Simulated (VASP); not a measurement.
# Hf (Fm-3m) in VASP: a series of runs, part 2 of 2

VASP 6.6.1. The steps go on from the part before.

**4. Relaxation of cell and atoms, PBEsol, target pressure 30 GPa, at which the enthalpy is minimised**

File INCAR:

```
SYSTEM = Hf
PREC     = Accurate       ! precision mode
ENCUT    = 600            ! plane-wave cutoff, eV
EDIFF    = 1E-7           ! SCF threshold, eV
ISMEAR   = -1             ! smearing method
SIGMA    = 0.05           ! smearing width, eV
LREAL    = .FALSE.        ! projectors in reciprocal space
LASPH    = .TRUE.         ! aspherical terms in the spheres
NELM     = 60             ! most SCF steps
ALGO     = Normal         ! electronic algorithm
ISIF     = 3              ! what is computed and relaxed
LWAVE    = .FALSE.        ! write WAVECAR
LCHARG   = .FALSE.        ! write CHGCAR
GGA      = PS             ! functional
IBRION   = 2              ! ionic algorithm
NSW      = 80             ! ionic steps
EDIFFG   = -0.005         ! ionic threshold
PSTRESS  = 300.0
```

File KPOINTS:

```
regular mesh
0
G
  10 10 10
  0 0 0
```

File POSCAR:

```
Hf
1.0
    0.0000000000      2.2200000000      2.2200000000
    2.2200000000      0.0000000000      2.2200000000
    2.2200000000      2.2200000000      0.0000000000
Hf
1
Direct
    0.0000000000      0.0000000000      0.0000000000
```

Potentials or basis: VASP PAW PBE potentials, release 64 (Hf_pv).

Launch:

```
$ cat potpaw_PBE.64/Hf_pv/POTCAR > POTCAR
$ mpirun -np 1 vasp_std > vasp.out
```

OUTCAR:

```text
SYSTEM = Hf
   PREC = Accurate
   ENCUT = 600
   EDIFF = 1E-7
   ISMEAR = -1
   LREAL = .FALSE.
   LASPH = .TRUE.
   NELM = 60
   ISIF = 3
   GGA = PS
   IBRION = 2
   NSW = 80
   EDIFFG = -0.005
   PSTRESS = 300.0

 ion  position               nearest neighbor table
   1  0.000  0.000  0.000-

  LATTYP: Found a face centered cubic cell.
 ALAT       =     4.4400000000

  Lattice vectors:

 A1 = (   0.0000000000,   2.2200000000,   2.2200000000)
 A2 = (   2.2200000000,   0.0000000000,   2.2200000000)
 A3 = (   2.2200000000,   2.2200000000,   0.0000000000)

Analysis of symmetry for initial positions (statically):
=====================================================================
 Subroutine PRICEL returns:
 Original cell was already a primitive cell.

 Routine SETGRP: Setting up the symmetry group for a
 face centered cubic supercell.

 Subroutine GETGRP returns: Found 48 space group operations
 (whereof 48 operations were pure point group operations)
 out of a pool of 48 trial point group operations.

The static configuration has the point symmetry O_h .

Analysis of symmetry for dynamics (positions and initial velocities):
=====================================================================
 Subroutine PRICEL returns:
 Original cell was already a primitive cell.

 Routine SETGRP: Setting up the symmetry group for a
 face centered cubic supercell.

 Subroutine GETGRP returns: Found 48 space group operations
 (whereof 48 operations were pure point group operations)
 out of a pool of 48 trial point group operations.

The dynamic configuration has the point symmetry O_h .

 Subroutine INISYM returns: Found 48 space group operations
 (whereof 48 operations are pure point group operations),
 and found     1 'primitive' translations

----------------------------------------------------------------------------------------

                                     Primitive cell

  volume of cell :      21.8821
[... 111 lines left out ...]
   LORBIT       =      0    0 simple, 1 ext, 2 COOP (PROOUT), +10 PAW based schemes
   GGA     = PS    functional components
   LHFCALC =     F    Hartree Fock is set to
   AEXX    =    0.0000 exact exchange contribution
   IVDW    =     0    specifies the selected vdW correction
   LEPSILON=     F    determine dielectric tensor
   LRPA    =     F    only Hartree local field effects (RPA)
 conjugate gradient relaxation of ions
 non-spin polarized calculation
  energy-cutoff  :      600.00
  volume of cell :       21.88
 maximum number of plane-waves:       745
 NGX is ok and might be reduce to    28
   NGX = 13   NGY = 13   NGZ = 13

--------------------------------------- Ionic step        1  -------------------------------------------

 number of electron      10.0000000 magnetization

 Free energy of the ion-electron system (eV)
  ---------------------------------------------------
  ext. energy  EPLUGINS =         0.00000000
  ---------------------------------------------------
  free energy    TOTEN  =       -10.43930323 eV

  energy without entropy =      -10.42826181  energy(sigma->0) =      -10.43378252

------------------------ aborting loop because EDIFF is reached ----------------------------------------

  FORCE on cell =-STRESS in cart. coord.  units (eV):
  Direction    XX          YY          ZZ          XY          YZ          ZX
  --------------------------------------------------------------------------------------
  -------------------------------------------------------------------------------------
  Total       -0.2822455     -0.2822455     -0.2822455      0.0000000     -0.0000000      0.0000000
  in kB      -20.6656341    -20.6656341    -20.6656341      0.0000000     -0.0000000      0.0000000
  external PRESSURE =    -320.6656341 kB  Pullay stress =     300.0000000 kB
[... 24 lines left out ...]
--------------------------------------- Ionic step        2  -------------------------------------------

 number of electron      10.0000000 magnetization

 E-fermi :  11.1378     XC(G=0): -15.2414

 val. band max:       11.0210012952   @ k =   0.3000   0.1000   0.0000
 cond. band min:      11.1820725040   @ k =   0.2000   0.0000   0.0000
 fundamental gap:      0.1610712088
 Fermi energy:        11.1378125638

 k-point     1 :       0.0000    0.0000    0.0000
  band No.  band energies     occupation
      1     -16.1273      2.00000
      2     -16.1273      2.00000
      3     -16.1273      2.00000
      4       3.0657      2.00000
      5      12.0048      0.00000
      6      12.0048      0.00000
      7      12.0048      0.00000
      8      18.6590      0.00000
      9      18.6590      0.00000
[... 386 lines left out ...]
--------------------------------------- Ionic step        5  -------------------------------------------

 number of electron      10.0000000 magnetization

 Free energy of the ion-electron system (eV)
  ---------------------------------------------------
  ext. energy  EPLUGINS =         0.00000000
  ---------------------------------------------------
  free energy    TOTEN  =       -10.13037098 eV

  energy without entropy =      -10.11757650  energy(sigma->0) =      -10.12397374

 E-fermi :   6.3691     XC(G=0): -12.5167

 val. band max:        6.3602314796   @ k =  -0.3000   0.3000   0.0000
 cond. band min:       6.3928242210   @ k =   0.4000   0.1000   0.0000
 fundamental gap:      0.0325927415
 Fermi energy:         6.3690972217

 k-point     1 :       0.0000    0.0000    0.0000
  band No.  band energies     occupation
      1     -22.7605      2.00000
      2     -22.7605      2.00000
      3     -22.7605      2.00000
      4      -1.6121      2.00000
      5       7.7631      0.00000
      6       7.7631      0.00000
      7       7.7631      0.00000
      8      11.5016      0.00000
      9      11.5016      0.00000
[... 308 lines left out ...]
  energy  without entropy=      -10.1175764978  energy(sigma->0) =      -10.12397374

  enthalpy is  TOTEN    =        -6.8196484054 eV   P V=        3.3107225759

 reached required accuracy - stopping structural energy minimisation
```

CONTCAR:

```text
Hf
   1.00000000000000
     0.0000000000000000    2.0677310090769034    2.0677310090769034
     2.0677310090769034    0.0000000000000000    2.0677310090769034
     2.0677310090769034    2.0677310090769034    0.0000000000000000
  Hf
     1
Direct
     0.0000000000000000    0.0000000000000000    0.0000000000000000

  0.00000000E+00  0.00000000E+00  0.00000000E+00
```

Wall time 95 s (1 thread of Intel Xeon 8259CL, shared host); peak memory 0.18 GiB.

What came out:

```
Free energy                                            : -10.1304 eV
Relaxed volume                                         : 17.68 Å³/atom
Relaxed cell                                           : a = 2.924 Å, b = 2.924 Å, c = 2.924 Å, α = 60.00°, β = 60.00°, γ = 60.00°
Space group after relaxing (to 0.05 Å)                 : Fm-3m (No. 225)
Energy change on relaxing (the enthalpy is what falls) : +308.9 meV/atom
Ionic steps                                            : 5
Pressure after relaxing                                : 30.0 GPa
Band gap on the k mesh                                 : zero (band 5 reaches 7.76 eV, above the bottom of band 6 at 5.76 eV)
```

Step by step:
```tsv
step	energy change (eV)	largest force (eV/Å)	pressure (GPa)	volume (Å³)
1	0.0000	0.0000	-2.07	21.88
2	4.9356	0.0000	258.28	10.74
3	0.2213	0.0000	24.52	18.20
4	0.2774	0.0000	28.09	17.86
5	0.3089	0.0000	30.00	17.68
```

Final structure:
```yaml
crystal:
  lattice:
    - [0.00000, 2.06773, 2.06773]
    - [2.06773, 0.00000, 2.06773]
    - [2.06773, 2.06773, 0.00000]
  atoms:
    - { symbol: Hf, position: [0.00000, 0.00000, 0.00000] }
```

Caveat: the cell is relaxed towards a set pressure, so the enthalpy falls and the energy may rise; the volume moved by over 15 % at a fixed basis, so the end points are rough; the PAW data sets were made with another functional, which shifts forces and pressure a little; spin-orbit coupling is left out, which moves the levels of the heavy elements.

**5. Single point, PBEsol**

File INCAR:

```
PREC = Accurate
ENCUT = 520
EDIFF = 1E-7
ISMEAR = -1
SIGMA = 0.05
LREAL = F
LASPH = T
NELM = 100
ALGO = Normal
ISIF = 2
LWAVE = F
LCHARG = T
GGA = PS
LELF = T
LVHAR = T
NBANDS = 11
```

File KPOINTS:

```
regular mesh
0
Gamma
  9 9 9
```

POSCAR is that of step 4.

Potentials or basis: VASP PAW PBE potentials, release 64 (Hf_pv).

Launch:

```
$ cat potpaw_PBE.64/Hf_pv/POTCAR > POTCAR
$ mpirun -np 1 vasp_std > vasp.out
```

OUTCAR:

```text
PREC = Accurate
   ENCUT = 520
   EDIFF = 1E-7
   ISMEAR = -1
   LREAL = F
   LASPH = T
   NELM = 100
   ISIF = 2
   GGA = PS

 ion  position               nearest neighbor table
   1  0.000  0.000  0.000-

  LATTYP: Found a face centered cubic cell.
 ALAT       =     4.4400000000

  Lattice vectors:

 A1 = (   0.0000000000,   2.2200000000,   2.2200000000)
 A2 = (   2.2200000000,   0.0000000000,   2.2200000000)
 A3 = (   2.2200000000,   2.2200000000,   0.0000000000)

Analysis of symmetry for initial positions (statically):
[... 503 lines left out ...]
      3     -25.4637      2.00000
      4       1.3964      2.00000
      5       2.5963      2.00000
      6       7.0308      0.00000
      7      11.1099      0.00000
      8      11.2688      0.00000
      9      11.2688      0.00000
     10      15.5292      0.00000
     11      15.5292      0.00000

 [... further k-points ...]
[... 5 lines left out ...]
  --------------------------------------------------------------------------------------
  -------------------------------------------------------------------------------------
  Total       -0.1840659     -0.1840659     -0.1840659     -0.0000000      0.0000000     -0.0000000
  in kB      -13.4770576    -13.4770576    -13.4770576     -0.0000000      0.0000000     -0.0000000
  external PRESSURE =     -13.4770576 kB  Pullay stress =       0.0000000 kB

 VOLUME and BASIS-vectors are now :
 -----------------------------------------------------------------------------
  energy-cutoff  :      520.00
  volume of cell :       21.88
      direct lattice vectors                 reciprocal lattice vectors
     0.000000000  2.220000000  2.220000000    -0.225225225  0.225225225  0.225225225
     2.220000000  0.000000000  2.220000000     0.225225225 -0.225225225  0.225225225
     2.220000000  2.220000000  0.000000000     0.225225225  0.225225225 -0.225225225

 POSITION                                       TOTAL-FORCE (eV/Angst)
 -----------------------------------------------------------------------------------
      0.00000      0.00000      0.00000         0.000000      0.000000      0.000000
 -----------------------------------------------------------------------------------
    total drift:                               -0.000000     -0.000000     -0.000000

  FREE ENERGIE OF THE ION-ELECTRON SYSTEM (eV)
  ---------------------------------------------------
  free  energy   TOTEN  =       -10.4326149524 eV

  energy  without entropy=      -10.4158528732  energy(sigma->0) =      -10.42423391
```

OSZICAR:

```text
N       E                     dE             d eps       ncg     rms          rms(c)
DAV:   1     0.135737443423E+02    0.13574E+02   -0.58135E+03   770   0.850E+02
DAV:   2    -0.103290480614E+02   -0.23903E+02   -0.23080E+02  1004   0.159E+02
DAV:   3    -0.107996898095E+02   -0.47064E+00   -0.46320E+00   982   0.152E+01
DAV:   4    -0.108015704464E+02   -0.18806E-02   -0.18804E-02   871   0.115E+00
DAV:   5    -0.108015807122E+02   -0.10266E-04   -0.10265E-04   995   0.746E-02    0.473E+01
DAV:   6    -0.105295630350E+02    0.27202E+00   -0.21852E-01   878   0.343E+00    0.283E+01
DAV:   7    -0.104370470785E+02    0.92516E-01   -0.34054E-01   905   0.412E+00    0.124E+00
DAV:   8    -0.104325869952E+02    0.44601E-02   -0.30244E-02   857   0.115E+00    0.401E-01
DAV:   9    -0.104326169728E+02   -0.29978E-04   -0.35702E-04   932   0.175E-01    0.508E-02
DAV:  10    -0.104326151665E+02    0.18063E-05   -0.20808E-05   860   0.342E-02    0.334E-02
DAV:  11    -0.104326149190E+02    0.24747E-06   -0.30692E-06   905   0.131E-02    0.465E-03
DAV:  12    -0.104326149524E+02   -0.33320E-07   -0.43896E-08   643   0.196E-03
   1 F= -.10432615E+02 E0= -.10424234E+02  d E =-.167621E-01
```

Run time: 24 s. Hardware: 1 thread of AMD EPYC 7R13, shared host; peak memory 0.11 GiB.

Results:

```
Free energy            : -10.4326 eV
Pressure               : -1.3 GPa
Band gap on the k mesh : zero (band 5 reaches 6.13 eV, above the bottom of band 6 at 4.18 eV)
```

Levels at points of the mesh, in eV from the Fermi level:
```tsv
k point	band 3	band 4	band 5	band 6	band 7	band 8
(0.00, 0.00, 0.00)	-29.92	-7.33	1.36	1.36	1.36	4.22
```

Caveat: the PAW data sets were made with another functional, which shifts forces and pressure a little; spin-orbit coupling is left out, which moves the levels of the heavy elements.

**6. Single point, PBEsol**

File INCAR:

```
SYSTEM = Hf
ALGO = Normal
EDIFF = 1E-6
ENCUT = 520
GGA = PS
ISIF = 2
ISMEAR = -1
LASPH = .TRUE.
LCHARG = .FALSE.
LREAL = .FALSE.
LWAVE = .FALSE.
NBANDS = 11
NELM = 80
PREC = Accurate
SIGMA = 0.05
```

File KPOINTS:

```
k-points
0
G
  10 10 10
  0 0 0
```

POSCAR is that of step 5.

Potentials or basis: VASP PAW PBE potentials, release 64 (Hf_pv).

Launch:

```
$ cat potpaw_PBE.64/Hf_pv/POTCAR > POTCAR
$ mpirun -np 1 vasp_std > vasp.out
```

Wall time 25 s (1 thread of AMD EPYC 7R13, shared host); peak memory 0.11 GiB.

It converged, with:

| Quantity | Value |
| --- | --- |
| Free energy | -10.4391 eV |
| Pressure | -2.1 GPa |
| Band gap on the k mesh | zero (band 5 reaches 6.14 eV, above the bottom of band 6 at 4.34 eV) |

Levels at points of the mesh, in eV from the Fermi level:
```
           k point  band 2  band 3  band 4  band 5  band 6  band 7  band 8  band 9
(0.00, 0.00, 0.00)  -29.89  -29.89   -7.30    1.39    1.39    1.39    4.25    4.25
(0.50, 0.00, 0.00)  -30.00  -30.00   -3.72    0.67    1.16    1.16    6.45    6.45
(0.50, 0.50, 0.00)  -30.20  -30.20   -3.37   -2.22    2.65    6.46    7.11    7.11
```

Caveat: the PAW data sets were made with another functional, which shifts forces and pressure a little; spin-orbit coupling is left out, which moves the levels of the heavy elements.

**7. Summary**

```csv
task,cell,k mesh,cutoff (eV),gap on the mesh (eV),pressure (GPa)
relaxation of cell and atoms,relaxed to 10 GPa,10 × 10 × 10,600,none,10.0
relaxation of cell and atoms,relaxed to 20 GPa,10 × 10 × 10,600,none,20.0
relaxation of cell and atoms,relaxed to 30 GPa,10 × 10 × 10,600,none,30.0
single point,as given,9 × 9 × 9,520,none,-1.3
single point,as given,10 × 10 × 10,520,none,-2.1
```

Alike in all rows: level PBEsol; potentials or basis VASP PAW PBE potentials, release 64 (Hf_pv); no spin polarisation; smearing fermi-dirac 0.05 eV.

Caveats: the PAW data sets were made with another functional, which shifts forces and pressure a little; spin-orbit coupling is left out, which moves the levels of the heavy elements; the cell is relaxed towards a set pressure, so the enthalpy falls and the energy may rise (some runs); the volume moved by over 15 % at a fixed basis, so the end points are rough (some runs).

Absolute energies hang on the potentials; compare differences alone.
